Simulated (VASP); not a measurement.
# H7C2N in VASP: a series of runs, part 2 of 2

VASP 6.6.1. Earlier steps stand in the parts before.

## Step 3: Relaxation of the atoms, PBE

INCAR

```
SYSTEM = H7C2N
ALGO     = Normal         ! electronic algorithm
EDIFF    = 1E-7           ! SCF threshold, eV
EDIFFG   = -0.3           ! ionic threshold
ENCUT    = 520            ! plane-wave cutoff, eV
GGA      = PE             ! functional
GGA_COMPAT= .False.      
IBRION   = 2              ! ionic algorithm
ISIF     = 2              ! what is computed and relaxed
ISMEAR   = -1             ! smearing method
LASPH    = .True.         ! aspherical terms in the spheres
LCHARG   = .False.        ! write CHGCAR
LREAL    = .False.        ! projectors in reciprocal space
LWAVE    = .False.        ! write WAVECAR
NELM     = 120            ! most SCF steps
NELMIN   = 4            
NSW      = 35             ! ionic steps
PREC     = Accurate       ! precision mode
SIGMA    = 0.05           ! smearing width, eV
```

KPOINTS

```
k-points
0
Gamma
  1 1 1
  0 0 0
```

POSCAR

```
H7C2N
1.0
    6.8873110000      0.0000000000      0.0000000000
    0.0000000000      6.8873110000      0.0000000000
    0.0000000000      0.0000000000      6.8873110000
C H N
6 21 3
Direct
    0.2302316000      0.4112882000      0.4198373000
    0.1204400000      0.4152993000      0.2601522000
    0.5679453000      0.8210626000      0.5315737000
    0.4596349000      0.8983373000      0.3906228000
    0.0041603000      0.8120159000      0.7767519000
    0.0831322000      0.9877699000      0.7978137000
    0.1768670000      0.4639705000      0.5583461000
    0.3773890000      0.3551793000      0.4177444000
   -0.0267175000      0.4714083000      0.2622451000
    0.1738045000      0.3626170000      0.1216433000
    0.6205336000      0.9074054000      0.6523515000
    0.6078843000      0.6687057000      0.5312074000
    0.4196959000      1.0506942000      0.3909891000
    0.4070466000      0.8119945000      0.2698449000
    0.0170296000      0.7310426000      0.6422691000
   -0.0761733000      0.7428459000      0.8932419000
    0.1634658000      1.0569398000      0.6813236000
    0.0702628000      1.0687431000      0.9322965000
    0.4721774000      0.2919909000      1.0511301000
    0.4338939000      0.0593308000      1.0351825000
    0.3912692000      0.1991022000      0.8494465000
    0.9080689000      1.1302615000      0.2397521000
    1.0184336000      0.9255110000      0.1979480000
    0.7822871000      0.9347411000      0.1973091000
    0.3303643000      0.7195188000      0.8545542000
    0.4491401000      0.5152468000      0.8585524000
    0.2130862000      0.5144758000      0.8472076000
    0.3794785000      0.1909705000      0.9963830000
    0.9023276000      0.9852488000      0.2668411000
    0.3281587000      0.5826099000      0.9097498000
```

Potentials or basis: VASP PAW PBE potentials, release 64 (C, H, N).

Command:

```console
cat potpaw_PBE.64/C/POTCAR potpaw_PBE.64/H/POTCAR potpaw_PBE.64/N/POTCAR > POTCAR
mpirun -np 1 vasp_gam > vasp.out
```

OUTCAR:

```text
SYSTEM = H7C2N
   EDIFF = 1E-7
   EDIFFG = -0.3
   ENCUT = 520
   GGA = PE
   IBRION = 2
   ISIF = 2
   ISMEAR = -1
   LASPH = .True.
   LREAL = .False.
   NELM = 120
   NELMIN = 4
   NSW = 35
   PREC = Accurate

 ion  position               nearest neighbor table
   1  0.230  0.411  0.420-   8 1.08   7 1.08   2 1.33
   2  0.120  0.415  0.260-  10 1.08   9 1.08   1 1.33
   3  0.568  0.821  0.532-  12 1.08  11 1.08   4 1.33
   4  0.460  0.898  0.391-  13 1.08  14 1.08   3 1.33
   5  0.004  0.812  0.777-  16 1.08  15 1.08   6 1.33
   6  0.083  0.988  0.798-  18 1.08  17 1.08   5 1.33
   7  0.177  0.464  0.558-   1 1.08
   8  0.377  0.355  0.418-   1 1.08
   9  0.973  0.471  0.262-   2 1.08
  10  0.174  0.363  0.122-   2 1.08
  11  0.621  0.907  0.652-   3 1.08
[... 563 lines left out ...]
  ---------------------------------------------------
  free energy    TOTEN  =      -154.42616412 eV

  energy without entropy =     -154.42616412  energy(sigma->0) =     -154.42616412

 E-fermi :  -1.6001     XC(G=0):  -6.4566

 val. band max:       -2.7946367385   @ k =   0.0000   0.0000   0.0000
 cond. band min:       1.4664606162   @ k =   0.0000   0.0000   0.0000
 fundamental gap:      4.2610973547
 Fermi energy:        -1.6000755667

 k-point     1 :       0.0000    0.0000    0.0000
  band No.  band energies     occupation
      1     -18.4343      2.00000
      2     -18.1449      2.00000
      3     -17.8846      2.00000
      4     -15.9659      2.00000
      5     -15.7592      2.00000
      6     -15.6509      2.00000
[... 34 lines left out ...]
     41       5.2116      0.00000
     42       5.6707      0.00000
 [bands above 42 left out]

------------------------ aborting loop because EDIFF is reached ----------------------------------------

  FORCE on cell =-STRESS in cart. coord.  units (eV):
  Direction    XX          YY          ZZ          XY          YZ          ZX
  --------------------------------------------------------------------------------------
  -------------------------------------------------------------------------------------
  Total        2.2920495      2.4168353      3.7864497      0.1184232     -0.2625544      0.0863342
  in kB       11.2404966     11.8524616     18.5692211      0.5807623     -1.2875994      0.4233938
  external PRESSURE =      13.8873931 kB  Pullay stress =       0.0000000 kB
[... 45 lines left out ...]
  FREE ENERGIE OF THE ION-ELECTRON SYSTEM (eV)
  ---------------------------------------------------
  free  energy   TOTEN  =      -154.4261641218 eV

  energy  without entropy=     -154.4261641217  energy(sigma->0) =     -154.42616412

 reached required accuracy - stopping structural energy minimisation
```

OSZICAR:

```text
N       E                     dE             d eps       ncg     rms          rms(c)
DAV:   1     0.389629290366E+03    0.38963E+03   -0.28626E+04    92   0.113E+03
DAV:   2    -0.119227492764E+03   -0.50886E+03   -0.49138E+03   130   0.255E+02
DAV:   3    -0.171941145569E+03   -0.52714E+02   -0.52475E+02   112   0.878E+01
[... 259 lines left out ...]
DAV:   4    -0.154426159404E+03   -0.24742E-04   -0.48289E-04   112   0.936E-02    0.388E-02
DAV:   5    -0.154426163328E+03   -0.39238E-05   -0.34211E-05   112   0.299E-02    0.145E-02
DAV:   6    -0.154426164236E+03   -0.90811E-06   -0.74752E-06   104   0.124E-02    0.431E-03
DAV:   7    -0.154426164128E+03    0.10756E-06   -0.93949E-07   112   0.587E-03    0.138E-03
DAV:   8    -0.154426164122E+03    0.65274E-08   -0.46805E-07   104   0.354E-03
  25 F= -.15442616E+03 E0= -.15442616E+03  d E =-.149207E-01
```

CONTCAR:

```text
H7C2N
   1.00000000000000
     6.8873110000000004    0.0000000000000000    0.0000000000000000
     0.0000000000000000    6.8873110000000004    0.0000000000000000
     0.0000000000000000    0.0000000000000000    6.8873110000000004
  C               H               N
     6    21     3
Direct
     0.2127596939367365    0.4142747892441889    0.4345051851262867
     0.0910312446880481    0.4256815670819178    0.2852490406587915
     0.5622287763998390    0.8185336204420741    0.5305186325159407
     0.4455336029032553    0.8881507238122605    0.3937598587095230
     0.9792326328517628    0.8154453699495622    0.7623851107137409
     0.0494348551998772    0.9948156684651056    0.7775256630232172
[... 22 lines left out ...]
     0.9161399733335528    0.9743572729391501    0.2722745267227014
     0.3771519410617711    0.6126803665005616    0.8973274999374939

  0.00000000E+00  0.00000000E+00  0.00000000E+00
  0.00000000E+00  0.00000000E+00  0.00000000E+00
  0.00000000E+00  0.00000000E+00  0.00000000E+00
  0.00000000E+00  0.00000000E+00  0.00000000E+00
  0.00000000E+00  0.00000000E+00  0.00000000E+00
  0.00000000E+00  0.00000000E+00  0.00000000E+00
[... 22 lines left out ...]
  0.00000000E+00  0.00000000E+00  0.00000000E+00
  0.00000000E+00  0.00000000E+00  0.00000000E+00
```

It took 14 min on 1 thread of AMD EPYC 7R43 (Zen 3), shared host; peak memory 0.36 GiB.

Results:

```
Free energy                  : -154.4262 eV
Energy gained by relaxing    : 20.7 meV/atom
Ionic steps                  : 25
Pressure after relaxing      : 1.4 GPa
Largest force after relaxing : 0.287 eV/Å
Band gap on the k mesh       : 4.26 eV
```

Forces on the atoms (eV/Å):
```
C   -0.136  0.136  0.070
C   -0.040 -0.046  0.005
C    0.084 -0.002 -0.008
C   -0.114  0.057 -0.005
C   -0.003  0.083 -0.130
C   -0.096 -0.069  0.072
H   -0.019  0.031 -0.025
H    0.187 -0.138  0.048
H   -0.056 -0.009  0.071
H   -0.015  0.049 -0.207
H    0.013  0.056  0.028
H    0.073 -0.089 -0.031
H   -0.052  0.065  0.001
H   -0.070 -0.095 -0.123
H   -0.026 -0.067 -0.034
H   -0.004 -0.027  0.123
H    0.033  0.151 -0.124
H    0.010  0.014  0.061
H    0.101  0.134  0.068
H    0.008 -0.094  0.062
H   -0.011  0.001 -0.058
H    0.008 -0.077  0.104
H   -0.023  0.039 -0.026
H   -0.022 -0.058  0.031
H   -0.065  0.131 -0.081
H    0.070 -0.064 -0.058
H    0.203  0.092  0.122
N   -0.012  0.002 -0.085
N    0.074 -0.011 -0.059
N   -0.097 -0.193  0.189
```

Stress tensor (GPa, compression positive):
```
 1.12  0.06  0.04
 0.06  1.19 -0.13
 0.04 -0.13  1.86
```

Step by step:
| step | energy change (eV) | largest force (eV/Å) | pressure (GPa) |
| --- | --- | --- | --- |
| 1 | 0.0000 | 0.6900 | 2.41 |
| 2 | 0.1252 | 3.0730 | 2.34 |
| 3 | -0.0248 | 0.5790 | 2.35 |
| 4 | -0.0807 | 0.5162 | 1.53 |
| 5 | -0.0883 | 0.6303 | 1.09 |
| 6 | -0.1225 | 0.4272 | 1.03 |
| 7 | -0.1319 | 0.5838 | 0.98 |
| 8 | -0.1636 | 0.3532 | 1.27 |
| 9 | -0.1863 | 0.5825 | 1.80 |
| 10 | -0.2148 | 0.5019 | 1.93 |
| 11 | -0.2514 | 0.9033 | 2.33 |
| 12 | -0.2751 | 0.7715 | 2.25 |
| 13 | -0.3164 | 0.5325 | 2.05 |
| 14 | -0.3206 | 0.6897 | 1.96 |
| 15 | -0.3564 | 0.6041 | 1.82 |
| 16 | -0.4187 | 0.8414 | 1.40 |
| 17 | -0.4245 | 1.1577 | 1.22 |
| 18 | -0.4615 | 0.8651 | 1.03 |
| 19 | -0.5142 | 0.7569 | 0.44 |
| 20 | -0.5146 | 0.7820 | 0.38 |
| 21 | -0.5315 | 0.5365 | 0.50 |
| 22 | -0.5588 | 0.8550 | 0.86 |
| 23 | -0.5848 | 0.4575 | 1.04 |
| 24 | -0.6058 | 0.4983 | 1.40 |
| 25 | -0.6207 | 0.2867 | 1.39 |

Final structure:
```
C H N
1.0
     6.88731    0.00000    0.00000
     0.00000    6.88731    0.00000
     0.00000    0.00000    6.88731
C H N
6 21 3
Direct
  0.21276 0.41427 0.43451
  0.09103 0.42568 0.28525
  0.56223 0.81853 0.53052
  0.44553 0.88815 0.39376
  0.97923 0.81545 0.76239
  0.04943 0.99482 0.77753
  0.17673 0.46461 0.58004
  0.35868 0.35844 0.41228
  0.94575 0.48821 0.29699
  0.13711 0.36825 0.14565
  0.62313 0.90809 0.64579
  0.60695 0.66697 0.53005
  0.39995 0.03940 0.39295
  0.39045 0.79622 0.27782
  0.98799 0.74094 0.62313
  0.90725 0.74011 0.88146
  0.11679 0.06203 0.65202
  0.04296 0.07920 0.91073
  0.51229 0.27080 0.05719
  0.49194 0.03506 0.03252
  0.44209 0.17775 0.85086
  0.91591 0.12259 0.26485
  0.02529 0.92888 0.18302
  0.78831 0.92743 0.21472
  0.34343 0.73356 0.81955
  0.47663 0.53937 0.81627
  0.25341 0.53025 0.89501
  0.42876 0.16424 0.99787
  0.91614 0.97436 0.27227
  0.37715 0.61268 0.89733
```

Caveat: the k points lie up to 0.91 Å⁻¹ apart; the relaxation stopped at a loose force limit of 0.3 eV/Å, so its end isn't a converged minimum.
